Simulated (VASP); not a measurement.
# NiO (R3m) in VASP: single point with PBE+U

Aim: the single point of NiO with PBE+U.

All numbers are computed with VASP 6.6.1; they aren't measurements. Logs are shortened: lines on timing, memory, paths and dates and some standing lists are left out, and cuts for length are marked.

### 1 The cell of the first run

The structure is trigonal, space group R3m (No. 160). The conventional cell has a = 2.949 Å, b = 2.949 Å, c = 7.223 Å, α = 90.00°, β = 90.00°, γ = 120.00°. Within 2.7 Å of Ni (site symmetry 3m) lie 6 O at 2.04 to 2.13 Å. Within 2.7 Å of O (site symmetry 3m) lie 6 Ni at 2.04 to 2.13 Å.

### 2 Single point, PBE+U, collinear spin, antiferromagnetic start

The input, INCAR:

```
SYSTEM = NiO
PREC     = Accurate       ! precision mode
ENCUT    = 520            ! plane-wave cutoff, eV
EDIFF    = 1E-6           ! SCF threshold, eV
ISMEAR   = -1             ! smearing method
SIGMA    = 0.1            ! smearing width, eV
LREAL    = .FALSE.        ! projectors in reciprocal space
LASPH    = .TRUE.         ! aspherical terms in the spheres
NELM     = 150            ! most SCF steps
ALGO     = Normal         ! electronic algorithm
ISIF     = 2              ! what is computed and relaxed
LWAVE    = .FALSE.        ! write WAVECAR
LCHARG   = .TRUE.         ! write CHGCAR
ISPIN    = 2              ! spin polarisation
MAGMOM   = 2 -2 0 0       ! initial moments
LORBIT   = 11             ! projections on sites
LMAXMIX  = 4              ! l up to which the mixer works
LDAU     = .TRUE.         ! DFT+U
LDAUTYPE = 2            
LDAUL    = 2 -1           ! shell
LDAUU    = 6 0            ! U, eV
LDAUJ    = 0 0          
LDAUPRINT= 1            
GGA      = PE             ! functional
LELF     = .TRUE.         ! ELF
LVHAR    = .TRUE.       
NBANDS   = 28             ! bands
```

The input, KPOINTS:

```
regular mesh
0
G
  2 2 2
  0 0 0
```

The input, POSCAR:

```
NiO
1.0
    4.1700000000      2.0850000000      2.0850000000
    2.0850000000      4.1700000000      2.0850000000
    2.0850000000      2.0850000000      4.1700000000
Ni O
2 2
Direct
    0.0000000000      0.0000000000      0.0000000000
    0.5000000000      0.5000000000      0.5000000000
    0.2550000000      0.2550000000      0.2550000000
    0.7550000000      0.7550000000      0.7550000000
```

Potentials or basis: VASP PAW PBE potentials, release 64 (Ni, O).

Started as:

```
cat potpaw_PBE.64/Ni/POTCAR potpaw_PBE.64/O/POTCAR > POTCAR
mpirun -np 1 vasp_std > vasp.out
```

OUTCAR:

```text
SYSTEM = NiO
   PREC = Accurate
   ENCUT = 520
   EDIFF = 1E-6
   ISMEAR = -1
   LREAL = .FALSE.
   LASPH = .TRUE.
   NELM = 150
   ISIF = 2
   ISPIN = 2
   LORBIT = 11
   GGA = PE

 ion  position               nearest neighbor table
   1  0.000  0.000  0.000-   3 2.04   3 2.04   3 2.04   4 2.13   4 2.13   4 2.13   2 2.95   2 2.95
                             2 2.95   2 2.95   2 2.95   2 2.95
   2  0.500  0.500  0.500-   4 2.04   4 2.04   4 2.04   3 2.13   3 2.13   3 2.13   1 2.95   1 2.95
                             1 2.95   1 2.95   1 2.95   1 2.95
   3  0.255  0.255  0.255-   1 2.04   1 2.04   1 2.04   2 2.13   2 2.13   2 2.13
   4  0.755  0.755  0.755-   2 2.04   2 2.04   2 2.04   1 2.13   1 2.13   1 2.13

  LATTYP: Found a trigonal (rhomboedric) cell.
 ALAT       =     5.1071861137
 COS(alpha) =     0.8333333333

  Lattice vectors:

 A1 = (   4.1700000000,   2.0850000000,   2.0850000000)
 A2 = (   2.0850000000,   4.1700000000,   2.0850000000)
 A3 = (   2.0850000000,   2.0850000000,   4.1700000000)

Analysis of symmetry for initial positions (statically):
=====================================================================
 Subroutine PRICEL returns following result:

  LATTYP: Found a face centered cubic cell.
 ALAT       =     4.1700000000
[... 12 lines left out ...]
 Subroutine GETGRP returns: Found  6 space group operations
 (whereof  6 operations were pure point group operations)
 out of a pool of 12 trial point group operations.

The static configuration has the point symmetry C_3v.

Analysis of symmetry for dynamics (positions and initial velocities):
=====================================================================
 Subroutine PRICEL returns following result:

  LATTYP: Found a face centered cubic cell.
 ALAT       =     4.1700000000
[... 12 lines left out ...]
 Subroutine GETGRP returns: Found  6 space group operations
 (whereof  6 operations were pure point group operations)
 out of a pool of 12 trial point group operations.

The dynamic configuration has the point symmetry C_3v.

Analysis of structural, dynamic, and magnetic symmetry:
=====================================================================
 Subroutine PRICEL returns following result:

  LATTYP: Found a face centered cubic cell.
 ALAT       =     4.1700000000
[... 12 lines left out ...]
 Subroutine GETGRP returns: Found  6 space group operations
 (whereof  6 operations were pure point group operations)
 out of a pool of 12 trial point group operations.

The overall configuration has the point symmetry C_3v.

 Subroutine INISYM returns: Found  6 space group operations
 (whereof  6 operations are pure point group operations),
 and found     2 'primitive' translations

----------------------------------------------------------------------------------------

                                     Primitive cell

  volume of cell :      18.1279

  direct lattice vectors                    reciprocal lattice vectors
     0.000000000 -2.085000000  2.085000000     0.239808153 -0.239808153  0.239808153
    -2.085000000  0.000000000  2.085000000    -0.239808153  0.239808153  0.239808153
    -2.085000000 -2.085000000  0.000000000    -0.239808153 -0.239808153 -0.239808153

  length of vectors
     2.948635278  2.948635278  2.948635278     0.415359906  0.415359906  0.415359906

  position of ions in fractional coordinates (direct lattice)
     0.000000000  0.000000000  0.000000000
     0.510000000  0.510000000  0.470000000

  ion indices of the primitive-cell ions
   primitive index   ion index
                 1           1
                 2           4

----------------------------------------------------------------------------------------

 KPOINTS: regular mesh

Automatic generation of k-mesh.
 Grid dimensions read from file:
 generate k-points for:    2    2    2

 Generating k-lattice:

  Cartesian coordinates                     Fractional coordinates (reciprocal lattice)
     0.179856115 -0.059952038 -0.059952038     0.500000000  0.000000000  0.000000000
[... 89 lines left out ...]
 -0.0002  0.9827 -0.0005 -0.0002  0.0009
  0.0010 -0.0005  1.0313 -0.0005  0.0000
 -0.0002 -0.0002 -0.0005  0.9827 -0.0009
  0.0000  0.0009  0.0000 -0.0009  1.0313

spin component  2

  0.9804 -0.0002 -0.0083 -0.0002  0.0000
 -0.0002  0.9804  0.0042 -0.0002 -0.0072
 -0.0083  0.0042  0.1897  0.0042 -0.0000
 -0.0002 -0.0002  0.0042  0.9804  0.0072
  0.0000 -0.0072 -0.0000  0.0072  0.1897

 occupancies and eigenvectors

  o =  0.1895  v =  0.0000  0.0000  0.0000  0.0000  0.0000 -0.0105  0.0050 -0.9996  0.0055 -0.0233      0.0000  0.0000  0.0000  0.0000  0.0000  0.0000  0.0000  0.0000  0.0000  0.0000
  o =  0.1895  v =  0.0000  0.0000  0.0000  0.0000  0.0000  0.0002 -0.0092  0.0233  0.0090 -0.9996      0.0000  0.0000  0.0000  0.0000  0.0000  0.0000  0.0000  0.0000  0.0000  0.0000
  o =  0.9800  v =  0.0000  0.0000  0.0000  0.0000  0.0000  0.5774  0.5774  0.0000  0.5774 -0.0000      0.0000  0.0000  0.0000  0.0000  0.0000  0.0000  0.0000  0.0000  0.0000  0.0000
  o =  0.9808  v =  0.0000  0.0000  0.0000  0.0000  0.0000  0.6901 -0.7228 -0.0109  0.0327  0.0069      0.0000  0.0000  0.0000  0.0000  0.0000  0.0000  0.0000  0.0000  0.0000  0.0000
  o =  0.9808  v =  0.0000  0.0000  0.0000  0.0000  0.0000  0.4362  0.3796 -0.0069 -0.8158 -0.0109      0.0000  0.0000  0.0000  0.0000  0.0000  0.0000  0.0000  0.0000  0.0000  0.0000
  o =  0.9823  v =  0.5774  0.5774 -0.0000  0.5774  0.0000  0.0000  0.0000  0.0000  0.0000  0.0000      0.0000  0.0000  0.0000  0.0000  0.0000  0.0000  0.0000  0.0000  0.0000  0.0000
  o =  0.9829  v =  0.8162 -0.4081 -0.0251 -0.4081 -0.0000  0.0000  0.0000  0.0000  0.0000  0.0000      0.0000  0.0000  0.0000  0.0000  0.0000  0.0000  0.0000  0.0000  0.0000  0.0000
  o =  0.9829  v =  0.0000  0.7069  0.0000 -0.7069 -0.0251  0.0000  0.0000  0.0000  0.0000  0.0000      0.0000  0.0000  0.0000  0.0000  0.0000  0.0000  0.0000  0.0000  0.0000  0.0000
  o =  1.0314  v = -0.0205  0.0103 -0.9997  0.0103 -0.0000  0.0000  0.0000  0.0000  0.0000  0.0000      0.0000  0.0000  0.0000  0.0000  0.0000  0.0000  0.0000  0.0000  0.0000  0.0000
  o =  1.0314  v =  0.0000 -0.0178  0.0000  0.0178 -0.9997  0.0000  0.0000  0.0000  0.0000  0.0000      0.0000  0.0000  0.0000  0.0000  0.0000  0.0000  0.0000  0.0000  0.0000  0.0000

atom =   2  type =  1  l = 2

 onsite density matrix

spin component  1

  0.9804 -0.0002 -0.0083 -0.0002  0.0000
 -0.0002  0.9804  0.0042 -0.0002 -0.0072
 -0.0083  0.0042  0.1897  0.0042  0.0000
 -0.0002 -0.0002  0.0042  0.9804  0.0072
  0.0000 -0.0072  0.0000  0.0072  0.1897

spin component  2

  0.9827 -0.0002  0.0010 -0.0002  0.0000
 -0.0002  0.9827 -0.0005 -0.0002  0.0009
  0.0010 -0.0005  1.0313 -0.0005  0.0000
 -0.0002 -0.0002 -0.0005  0.9827 -0.0009
  0.0000  0.0009  0.0000 -0.0009  1.0313

 occupancies and eigenvectors

  o =  0.1895  v = -0.0105  0.0053 -0.9999  0.0052  0.0026  0.0000  0.0000  0.0000  0.0000  0.0000      0.0000  0.0000  0.0000  0.0000  0.0000  0.0000  0.0000  0.0000  0.0000  0.0000
  o =  0.1895  v =  0.0000  0.0091  0.0026 -0.0091  0.9999  0.0000  0.0000  0.0000  0.0000  0.0000      0.0000  0.0000  0.0000  0.0000  0.0000  0.0000  0.0000  0.0000  0.0000  0.0000
  o =  0.9800  v =  0.5774  0.5774  0.0000  0.5774 -0.0000  0.0000  0.0000  0.0000  0.0000  0.0000      0.0000  0.0000  0.0000  0.0000  0.0000  0.0000  0.0000  0.0000  0.0000  0.0000
  o =  0.9808  v =  0.1406 -0.7668 -0.0022  0.6262  0.0127  0.0000  0.0000  0.0000  0.0000  0.0000      0.0000  0.0000  0.0000  0.0000  0.0000  0.0000  0.0000  0.0000  0.0000  0.0000
  o =  0.9808  v =  0.8042 -0.2804 -0.0127 -0.5239 -0.0022  0.0000  0.0000  0.0000  0.0000  0.0000      0.0000  0.0000  0.0000  0.0000  0.0000  0.0000  0.0000  0.0000  0.0000  0.0000
  o =  0.9823  v =  0.0000  0.0000  0.0000  0.0000  0.0000  0.5774  0.5774 -0.0000  0.5774  0.0000      0.0000  0.0000  0.0000  0.0000  0.0000  0.0000  0.0000  0.0000  0.0000  0.0000
  o =  0.9829  v =  0.0000  0.0000  0.0000  0.0000  0.0000  0.8162 -0.4081 -0.0251 -0.4081 -0.0000      0.0000  0.0000  0.0000  0.0000  0.0000  0.0000  0.0000  0.0000  0.0000  0.0000
  o =  0.9829  v =  0.0000  0.0000  0.0000  0.0000  0.0000  0.0000  0.7069  0.0000 -0.7069 -0.0251      0.0000  0.0000  0.0000  0.0000  0.0000  0.0000  0.0000  0.0000  0.0000  0.0000
  o =  1.0314  v =  0.0000  0.0000  0.0000  0.0000  0.0000  0.0000 -0.0178  0.0000  0.0178 -0.9997      0.0000  0.0000  0.0000  0.0000  0.0000  0.0000  0.0000  0.0000  0.0000  0.0000
  o =  1.0314  v =  0.0000  0.0000  0.0000  0.0000  0.0000 -0.0205  0.0103 -0.9997  0.0103 -0.0000      0.0000  0.0000  0.0000  0.0000  0.0000  0.0000  0.0000  0.0000  0.0000  0.0000

 number of electron      32.0000013 magnetization       0.0000000

 Free energy of the ion-electron system (eV)
  ---------------------------------------------------
  ext. energy  EPLUGINS =         0.00000000
  ---------------------------------------------------
  free energy    TOTEN  =       -19.91703143 eV

  energy without entropy =      -19.91703137  energy(sigma->0) =      -19.91703140

 E-fermi :   8.1969     XC(G=0): -12.6349

 val. band max:        6.4738029462   @ k =   0.5000   0.5000   0.5000
 cond. band min:       9.8506635753   @ k =   0.0000   0.0000   0.0000
 fundamental gap:      3.3768606291
 Fermi energy:         8.1969446443

 spin component 1

 k-point     1 :       0.0000    0.0000    0.0000
  band No.  band energies     occupation
      1     -11.9136      1.00000
      2     -10.4524      1.00000
      3      -0.5571      1.00000
      4       0.4079      1.00000
      5       0.4079      1.00000
      6       2.4292      1.00000
[... 113 lines left out ...]
     27      28.2119      0.00000
     28      28.2761      0.00000
 Fermi energy:         8.1969446443

 spin component 2

 k-point     1 :       0.0000    0.0000    0.0000
  band No.  band energies     occupation
      1     -11.9136      1.00000
      2     -10.4524      1.00000
      3      -0.5571      1.00000
      4       0.4079      1.00000
      5       0.4079      1.00000
      6       2.4292      1.00000
[... 113 lines left out ...]
     27      28.2119      0.00000
     28      28.2761      0.00000

------------------------ aborting loop because EDIFF is reached ----------------------------------------

  FORCE on cell =-STRESS in cart. coord.  units (eV):
  Direction    XX          YY          ZZ          XY          YZ          ZX
  --------------------------------------------------------------------------------------
  -------------------------------------------------------------------------------------
  Total        0.3772308      0.3772308      0.3772308     -0.9879759     -0.9879759     -0.9879759
  in kB       16.6701531     16.6701531     16.6701531    -43.6594986    -43.6594986    -43.6594986
  external PRESSURE =      16.6701531 kB  Pullay stress =       0.0000000 kB

 VOLUME and BASIS-vectors are now :
 -----------------------------------------------------------------------------
  energy-cutoff  :      520.00
  volume of cell :       36.26
      direct lattice vectors                 reciprocal lattice vectors
     4.170000000  2.085000000  2.085000000     0.359712230 -0.119904077 -0.119904077
     2.085000000  4.170000000  2.085000000    -0.119904077  0.359712230 -0.119904077
     2.085000000  2.085000000  4.170000000    -0.119904077 -0.119904077  0.359712230

 POSITION                                       TOTAL-FORCE (eV/Angst)
 -----------------------------------------------------------------------------------
      0.00000      0.00000      0.00000         0.236668      0.236668      0.236668
      4.17000      4.17000      4.17000         0.236668      0.236668      0.236668
      2.12670      2.12670      2.12670        -0.236668     -0.236668     -0.236668
      6.29670      6.29670      6.29670        -0.236668     -0.236668     -0.236668
 -----------------------------------------------------------------------------------
    total drift:                               -0.000117     -0.000117     -0.000117

  FREE ENERGIE OF THE ION-ELECTRON SYSTEM (eV)
  ---------------------------------------------------
  free  energy   TOTEN  =       -19.9170314261 eV

  energy  without entropy=      -19.9170313665  energy(sigma->0) =      -19.91703140

 total charge

# of ion       s       p       d       tot
------------------------------------------
    1        0.315   0.421   8.302   9.038
    2        0.315   0.421   8.302   9.038
    3        1.536   3.500   0.000   5.037
    4        1.536   3.500   0.000   5.037
--------------------------------------------------
tot          3.703   7.842  16.605  28.150

 magnetization (x)

# of ion       s       p       d       tot
------------------------------------------
    1        0.006  -0.007   1.688   1.687
    2       -0.006   0.007  -1.688  -1.687
    3        0.000   0.021   0.000   0.022
    4       -0.000  -0.021   0.000  -0.022
--------------------------------------------------
tot          0.000   0.000  -0.000  -0.000
```

Wall time 87 s (1 thread of AMD EPYC 7R13, shared host); peak memory 0.28 GiB.

What came out:

| Property | Result |
| --- | --- |
| Free energy | -19.9170 eV |
| Pressure | 1.7 GPa |
| Largest force | 0.410 eV/Å |
| Band gap on the k mesh | 3.38 eV |
| Net moment | 0.00 μB per cell |
| Site moments | Ni +1.69, -1.69; O +0.02, -0.02 μB |
| Valence electrons inside the program's atomic spheres | Ni 9.04; O 5.04 |

Forces on the atoms (eV/Å):
```
Ni   0.237  0.237  0.237
Ni   0.237  0.237  0.237
O   -0.237 -0.237 -0.237
O   -0.237 -0.237 -0.237
```

Eigenvalues of the final occupation matrices:
| site | spin | trace | eigenvalues |
| --- | --- | --- | --- |
| site 1 d | 1 | 5.01 | 0.98 0.98 0.98 1.03 1.03 |
| site 1 d | 2 | 3.32 | 0.19 0.19 0.98 0.98 0.98 |
| site 2 d | 1 | 3.32 | 0.19 0.19 0.98 0.98 0.98 |
| site 2 d | 2 | 5.01 | 0.98 0.98 0.98 1.03 1.03 |

Caveat: the k points lie up to 1.25 Å⁻¹ apart. A k mesh can miss the band edges.
